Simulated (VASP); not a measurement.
# Ti (Pm-3m) in VASP: a series of runs

Runs on Ti. Level: LDA. Tasks: single point.

All numbers are computed with VASP 6.6.1; they aren't measurements. Logs are shortened: lines on timing, memory, paths and dates and some standing lists are left out, and cuts for length are marked.

## 1. The cell of the first run

Symmetry: Pm-3m, No. 221, cubic system. Conventional cell: a = 2.540 Å, b = 2.540 Å, c = 2.540 Å, α = 90.00°, β = 90.00°, γ = 90.00°. Ti (site symmetry m-3m) has 6 Ti at 2.54 Å within 3.4 Å.

## 2. Single point, LDA

Input file INCAR:

```
  PREC = Accurate
  ENCUT = 520
  EDIFF = 1E-6
  ISMEAR = 1
  SIGMA = 0.05
  LREAL = F
  LASPH = T
  NELM = 60
  ALGO = Normal
  ISIF = 2
  LWAVE = F
  LCHARG = F
  NBANDS = 12
```

Input file KPOINTS:

```
Automatic mesh
0
Gamma
  8 8 8
```

Input file POSCAR:

```
Ti
1.0
    2.5403014163      0.0000000000      0.0000000000
    0.0000000000      2.5403014163      0.0000000000
    0.0000000000      0.0000000000      2.5403014163
Ti
1
Direct
    0.0000000000      0.0000000000      0.0000000000
```

Potentials or basis: VASP PAW LDA potentials, release 64 (Ti_sv).

The run is started by

```bash
cat potpaw_LDA.64/Ti_sv/POTCAR > POTCAR
mpirun -np 1 vasp_std > vasp.out
```

OUTCAR:

```text
PREC = Accurate
   ENCUT = 520
   EDIFF = 1E-6
   ISMEAR = 1
   LREAL = F
   LASPH = T
   NELM = 60
   ISIF = 2

 ion  position               nearest neighbor table
   1  0.000  0.000  0.000-

  LATTYP: Found a simple cubic cell.
 ALAT       =     2.5403014163

  Lattice vectors:

 A1 = (   2.5403014163,   0.0000000000,   0.0000000000)
 A2 = (   0.0000000000,   2.5403014163,   0.0000000000)
 A3 = (   0.0000000000,   0.0000000000,   2.5403014163)

Analysis of symmetry for initial positions (statically):
=====================================================================
 Subroutine PRICEL returns:
 Original cell was already a primitive cell.

 Routine SETGRP: Setting up the symmetry group for a
 simple cubic supercell.

 Subroutine GETGRP returns: Found 48 space group operations
 (whereof 48 operations were pure point group operations)
 out of a pool of 48 trial point group operations.

The static configuration has the point symmetry O_h .

Analysis of symmetry for dynamics (positions and initial velocities):
=====================================================================
 Subroutine PRICEL returns:
 Original cell was already a primitive cell.

 Routine SETGRP: Setting up the symmetry group for a
 simple cubic supercell.

 Subroutine GETGRP returns: Found 48 space group operations
 (whereof 48 operations were pure point group operations)
 out of a pool of 48 trial point group operations.

The dynamic configuration has the point symmetry O_h .

 Subroutine INISYM returns: Found 48 space group operations
 (whereof 48 operations are pure point group operations),
 and found     1 'primitive' translations

----------------------------------------------------------------------------------------

                                     Primitive cell

  volume of cell :      16.3929

  direct lattice vectors                    reciprocal lattice vectors
     2.540301416  0.000000000  0.000000000     0.393654073  0.000000000  0.000000000
     0.000000000  2.540301416  0.000000000     0.000000000  0.393654073  0.000000000
     0.000000000  0.000000000  2.540301416     0.000000000  0.000000000  0.393654073

  length of vectors
     2.540301416  2.540301416  2.540301416     0.393654073  0.393654073  0.393654073

  position of ions in fractional coordinates (direct lattice)
     0.000000000  0.000000000  0.000000000

  ion indices of the primitive-cell ions
   primitive index   ion index
                 1           1

----------------------------------------------------------------------------------------

 KPOINTS: Automatic mesh

Automatic generation of k-mesh.
 Grid dimensions read from file:
 generate k-points for:    8    8    8

 Generating k-lattice:

  Cartesian coordinates                     Fractional coordinates (reciprocal lattice)
     0.049206759  0.000000000  0.000000000     0.125000000  0.000000000  0.000000000
     0.000000000  0.049206759  0.000000000     0.000000000  0.125000000  0.000000000
     0.000000000  0.000000000  0.049206759     0.000000000  0.000000000  0.125000000

  Length of vectors
     0.049206759  0.049206759  0.049206759

  Shift w.r.t. Gamma in fractional coordinates (k-lattice)
     0.000000000  0.000000000  0.000000000

 Subroutine IBZKPT returns following result:
 ===========================================

 Found     35 irreducible k-points:

 Following reciprocal coordinates:
            Coordinates               Weight
  0.000000  0.000000  0.000000      1.000000
  0.125000  0.000000  0.000000      6.000000
  0.250000  0.000000  0.000000      6.000000
  0.375000  0.000000  0.000000      6.000000
  0.500000  0.000000  0.000000      3.000000
  0.125000  0.125000  0.000000     12.000000
[... 16 lines left out ...]
  0.375000  0.375000  0.125000     24.000000
  0.500000  0.375000  0.125000     24.000000
 [... further k-points ...]
   k-points           NKPTS =     35   k-points in BZ     NKDIM =     35   number of bands    NBANDS=     12
   number of dos      NEDOS =    301   number of ions     NIONS =      1
   total plane-waves  NPLWV =   8000
   dimension x,y,z NGX =    20 NGY =   20 NGZ =   20
   dimension x,y,z NGXF=    40 NGYF=   40 NGZF=   40
   ions per type =               1
   NGX,Y,Z   is equivalent  to a cutoff of  13.09, 13.09, 13.09 a.u.
   NGXF,Y,Z  is equivalent  to a cutoff of  26.18, 26.18, 26.18 a.u.
 SYSTEM =  unknown system
   PREC   = accura    normal or accurate (medium, high low for compatibility)
   ISTART =      0    job   : 0-new  1-cont  2-samecut
   ICHARG =      2    charge: 1-file 2-atom 10-const
   ISPIN  =      1    spin polarized calculation?
   LNONCOLLINEAR =      F non collinear calculations
   LSORBIT =      F    spin-orbit coupling
   LASPH  =      T    aspherical Exc in radial PAW
   ENCUT  =  520.0 eV  38.22 Ry    6.18 a.u.   4.72  4.72  4.72*2*pi/ulx,y,z
   NELM   =     60;   NELMIN=  2; NELMDL= -5     # of ELM steps
   EDIFF  = 0.1E-05   stopping-criterion for ELM
   LREAL  =      F    real-space projection
   EDIFFG = 0.1E-04   stopping-criterion for IOM
   NSW    =      0    number of steps for IOM
   IBRION =     -1    ionic relax: 0-MD 1-quasi-New 2-CG
   NFREE  =      0    steps in history (QN), initial steepest desc. (CG)
   ISIF   =      2    stress and relaxation
   ISYM   =      2    0-nonsym 1-usesym 2-fastsym
   POTIM  = 0.5000    time-step for ionic-motion
   TEBEG  =    0.0;   TEEND  =   0.0 temperature during run
   PSTRESS=    0.0 pullay stress
   NELECT =      12.0000    total number of electrons
   NUPDOWN=      -1.0000    fix difference up-down
   EMIN   =  10.00;   EMAX   =-10.00  energy-range for DOS
   EFERMI =   0.00;   METHOD = LEGACY
   ISMEAR =     1;   SIGMA  =   0.05  broadening in eV -4-tet -1-fermi 0-gaus
   EFERMI_NEDOS =   21; number of points for ismear=-14 and -15
   IALGO  =     38    algorithm
   IMIX   =      4    mixing-type and parameters
     AMIX     =   0.40;   BMIX     =  1.00
     AMIX_MAG =   1.60;   BMIX_MAG =  1.00
  volume/ion in A,a.u.               =      16.39       110.62
  Fermi-wavevector in a.u.,A,eV,Ry     =   1.475423  2.788146 29.618171  2.176874
  Thomas-Fermi vector in A             =   2.590074
   LORBIT       =      0    0 simple, 1 ext, 2 COOP (PROOUT), +10 PAW based schemes
   GGA     = CA    functional components
   LHFCALC =     F    Hartree Fock is set to
   AEXX    =    0.0000 exact exchange contribution
   IVDW    =     0    specifies the selected vdW correction
   LEPSILON=     F    determine dielectric tensor
   LRPA    =     F    only Hartree local field effects (RPA)
 non-spin polarized calculation
 Methfessel and Paxton  Order N= 1 SIGMA  =   0.05
  energy-cutoff  :      520.00
  volume of cell :       16.39
 maximum number of plane-waves:       466
 NGX is ok and might be reduce to    20
   NGX =  9   NGY =  9   NGZ =  9

 number of electron      12.0000009 magnetization

 Free energy of the ion-electron system (eV)
  ---------------------------------------------------
  ext. energy  EPLUGINS =         0.00000000
  ---------------------------------------------------
  free energy    TOTEN  =        -7.73021928 eV

  energy without entropy =       -7.72954418  energy(sigma->0) =       -7.72999424

 E-fermi :   8.5153     XC(G=0): -11.9457

 val. band max:        8.5133337806   @ k =   0.2500   0.1250   0.1250
 cond. band min:       8.5359030388   @ k =   0.3750   0.3750   0.2500
 fundamental gap:      0.0225692582
 Fermi energy:         8.5152615569

 k-point     1 :       0.0000    0.0000    0.0000
  band No.  band energies     occupation
      1     -47.2055      2.00000
      2     -23.1605      2.00000
      3     -23.1605      2.00000
      4     -23.1605      2.00000
      5       2.6421      2.00000
      6       7.0063      2.00000
      7       7.0063      2.00000
      8      12.9650      0.00000
      9      12.9650      0.00000
     10      12.9650      0.00000
     11      25.4678      0.00000
     12      25.4678      0.00000

 k-point     2 :       0.1250    0.0000    0.0000
  band No.  band energies     occupation
      1     -47.1770      2.00000
      2     -23.3516      2.00000
      3     -23.1440      2.00000
      4     -23.1440      2.00000
      5       3.0821      2.00000
      6       7.1177      2.00000
      7       7.3560      2.00000
      8      12.5788      0.00000
      9      12.5788      0.00000
     10      12.9942      0.00000
     11      22.9926      0.00000
     12      26.1738      0.00000

 k-point     3 :       0.2500    0.0000    0.0000
  band No.  band energies     occupation
      1     -47.1074      2.00000
      2     -23.7986      2.00000
      3     -23.1041      2.00000
      4     -23.1041      2.00000
      5       4.2379      2.00000
      6       7.3995      2.00000
      7       8.1875      2.00000
      8      11.7533      0.00000
      9      11.7533      0.00000
     10      13.0655      0.00000
     11      19.6747      0.00000
     12      27.9732      0.00000
[... 286 lines left out ...]
 k-point    23 :       0.3750    0.3750    0.1250
  band No.  band energies     occupation
      1     -46.8488      2.00000
      2     -24.0545      2.00000
      3     -24.0334      2.00000
      4     -23.1421      2.00000
      5       6.0659      2.00000
      6       8.6339     -0.00401
      7      10.2736      0.00000
      8      10.3098      0.00000
      9      12.2763      0.00000
     10      13.5433      0.00000
     11      18.1198      0.00000
     12      21.7040      0.00000

 k-point    24 :       0.5000    0.3750    0.1250
  band No.  band energies     occupation
      1     -46.8207      2.00000
      2     -24.2060      2.00000
      3     -24.0166      2.00000
      4     -23.1247      2.00000
      5       5.8529      2.00000
      6       8.8760     -0.00000
      7      10.0206      0.00000
      8      10.3854      0.00000
      9      12.7684      0.00000
     10      15.1689      0.00000
     11      16.5321      0.00000
     12      21.8741      0.00000

 [... further k-points ...]
[... 5 lines left out ...]
  --------------------------------------------------------------------------------------
  -------------------------------------------------------------------------------------
  Total        0.1834720      0.1834720      0.1834720      0.0000000     -0.0000000      0.0000000
  in kB       17.9318343     17.9318343     17.9318343      0.0000000     -0.0000000      0.0000000
  external PRESSURE =      17.9318343 kB  Pullay stress =       0.0000000 kB

 VOLUME and BASIS-vectors are now :
 -----------------------------------------------------------------------------
  energy-cutoff  :      520.00
  volume of cell :       16.39
      direct lattice vectors                 reciprocal lattice vectors
     2.540301416  0.000000000  0.000000000     0.393654073  0.000000000  0.000000000
     0.000000000  2.540301416  0.000000000     0.000000000  0.393654073  0.000000000
     0.000000000  0.000000000  2.540301416     0.000000000  0.000000000  0.393654073

 POSITION                                       TOTAL-FORCE (eV/Angst)
 -----------------------------------------------------------------------------------
      0.00000      0.00000      0.00000         0.000000      0.000000      0.000000
 -----------------------------------------------------------------------------------
    total drift:                               -0.000000      0.000000      0.000000

  FREE ENERGIE OF THE ION-ELECTRON SYSTEM (eV)
  ---------------------------------------------------
  free  energy   TOTEN  =        -7.7302192753 eV

  energy  without entropy=       -7.7295441824  energy(sigma->0) =       -7.72999424
```

It took 8 s on 1 thread of Intel Xeon 8259CL, shared host; peak memory 0.12 GiB.

What came out:

| Property | Result |
| --- | --- |
| Free energy | -7.7302 eV |
| Pressure | 1.8 GPa |
| Band gap on the k mesh | zero (band 6 reaches 9.22 eV, above the bottom of band 7 at 7.01 eV) |

Levels at points of the mesh, in eV from the Fermi level:
| k point | band 2 | band 3 | band 4 | band 5 | band 6 | band 7 | band 8 | band 9 | band 10 | band 11 |
| --- | --- | --- | --- | --- | --- | --- | --- | --- | --- | --- |
| (0.00, 0.00, 0.00) | -31.68 | -31.68 | -31.68 | -5.87 | -1.51 | -1.51 | 4.45 | 4.45 | 4.45 | 16.95 |
| (0.50, 0.00, 0.00) | -32.92 | -31.56 | -31.56 | -1.83 | -0.68 | 0.04 | 2.25 | 2.25 | 4.65 | 8.38 |
| (0.50, 0.50, 0.00) | -32.72 | -32.72 | -31.46 | -3.18 | -0.05 | 2.74 | 2.74 | 5.84 | 5.96 | 5.96 |
| (0.50, 0.50, 0.50) | -32.54 | -32.54 | -32.54 | -1.48 | -1.48 | -1.48 | 5.97 | 5.97 | 9.30 | 12.90 |

## 3. Single point, LDA

This run uses another cell than the first one, of 16.73 Å³/atom, 1.020 times its volume.

Input file INCAR:

```
PREC     = Accurate       # precision mode
ENCUT    = 520            # plane-wave cutoff, eV
EDIFF    = 1E-6           # SCF threshold, eV
ISMEAR   = 1              # smearing method
SIGMA    = 0.05           # smearing width, eV
LREAL    = F              # projectors in reciprocal space
LASPH    = T              # aspherical terms in the spheres
NELM     = 100            # most SCF steps
ALGO     = Normal         # electronic algorithm
ISIF     = 2              # what is computed and relaxed
LWAVE    = F              # write WAVECAR
LCHARG   = F              # write CHGCAR
GGA      = CA             # functional
NBANDS   = 12             # bands
```

Input file KPOINTS:

```
regular mesh
0
Gamma
  8 8 8
```

Input file POSCAR:

```
Ti
1.0
    2.5574661358      0.0000000000      0.0000000000
    0.0000000000      2.5574661358      0.0000000000
    0.0000000000      0.0000000000      2.5574661358
Ti
1
Direct
    0.0000000000      0.0000000000      0.0000000000
```

Potentials or basis: VASP PAW LDA potentials, release 64 (Ti_sv).

The run is started by

```bash
cat potpaw_LDA.64/Ti_sv/POTCAR > POTCAR
mpirun -np 1 vasp_std > vasp.out
```

It took 10 s on 1 thread of Intel Xeon 8259CL, shared host; peak memory 0.12 GiB.

The run converged. Its results:

| Item | Value |
| --- | --- |
| Free energy | -7.7321 eV |
| Pressure | 0.0 GPa |
| Band gap on the k mesh | zero (band 6 reaches 8.98 eV, above the bottom of band 7 at 6.83 eV) |

Levels at points of the mesh, in eV from the Fermi level:
```csv
k point,band 3,band 4,band 5,band 6,band 7,band 8,band 9,band 10
"(0.00, 0.00, 0.00)",-31.74,-31.74,-5.83,-1.46,-1.46,4.35,4.35,4.35
"(0.50, 0.00, 0.00)",-31.63,-31.63,-1.83,-0.66,0.01,2.21,2.21,4.54
"(0.50, 0.50, 0.00)",-32.72,-31.53,-3.09,-0.06,2.69,2.69,5.71,5.82
"(0.50, 0.50, 0.50)",-32.56,-32.56,-1.42,-1.42,-1.42,5.83,5.83,9.28
```

(Continued in part 2 of 2.)
